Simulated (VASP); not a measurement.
## Ir: relaxation of cell and atoms with PBE

Ir:

```
Ir
1.0
     0.00000    2.26360    2.26360
     2.26360    0.00000    2.26360
     2.26360    2.26360    0.00000
Ir
2
Direct
  0.87500 0.87500 0.87500
  0.12500 0.12500 0.12500
```

This isn't the form of Ir at room conditions, which is fcc.

```
Program                : VASP 6.6.1
Task                   : relaxation of cell and atoms
Functional             : PBE
Potentials or basis    : VASP PAW PBE potentials, release 64 (Ir)
Cutoff                 : 600 eV
k mesh                 : 14 × 14 × 14
Occupations            : fermi-dirac, width 0.05 eV
Spin                   : no spin polarisation
Target pressure        : 270 GPa
Dipole correction      : no
Further INCAR settings : ALGO = Normal; EDIFF = 1e-07; IBRION = 2; EDIFFG = -0.005; NSW = 60; ISIF = 3
```

- Relaxed volume: 13.15 Å³/atom
- Relaxed cell: a = 3.338 Å, b = 3.338 Å, c = 3.338 Å, α = 60.00°, β = 60.00°, γ = 60.00°
- Space group after relaxing (to 0.1 Å): Fd-3m (No. 227)
- Energy change on relaxing (the run minimises the enthalpy): -3342.2 meV/atom
- Ionic steps: 14
- Pressure after relaxing: 270.0 GPa
- Band gap on the k mesh: zero (bands 9 and 10 overlap by 3.15 eV)

Step by step:
```tsv
step	energy change (eV)	largest force (eV/Å)	pressure (GPa)	volume (Å³)
1	0.0000	0.0000	430.46	23.20
2	-9.7990	0.0000	-19.20	88.13
3	-11.7377	0.0000	142.96	30.34
4	-7.0829	0.0000	260.26	26.55
5	-6.7079	0.0000	269.42	26.32
6	-6.5980	0.0000	272.11	26.26
7	-6.6114	0.0000	271.78	26.26
8	-6.6518	0.0000	270.79	26.29
9	-6.6527	0.0000	270.78	26.29
10	-6.6553	0.0000	270.71	26.29
11	-6.6604	0.0000	270.59	26.29
12	-6.6707	0.0000	270.33	26.30
13	-6.6913	0.0000	269.83	26.31
14	-6.6843	0.0000	270.01	26.31
```

Final structure:
```
Ir
1.0
     0.00000    2.36056    2.36056
     2.36056    0.00000    2.36056
     2.36056    2.36056    0.00000
Ir
2
Direct
  0.87500 0.87500 0.87500
  0.12500 0.12500 0.12500
```

Levels at points of the mesh, in eV from the Fermi level:
```tsv
k point	band 7	band 8	band 9	band 10	band 11	band 12
(0.00, 0.00, 0.00)	-2.97	-2.97	-2.97	2.47	2.47	11.67
(0.50, 0.00, 0.00)	-3.33	-1.19	-1.19	0.97	0.97	2.63
(0.50, 0.50, 0.00)	-4.67	-4.67	1.45	1.45	3.34	3.34
```

It took 8.9 min on 1 thread of Intel Xeon 8259CL, with other jobs on the host, peak memory 0.2 GiB.

Caveat: the cell is relaxed towards a set pressure, so the run minimises the enthalpy, not the energy; spin-orbit coupling is left out, which moves the levels of the heavy elements.
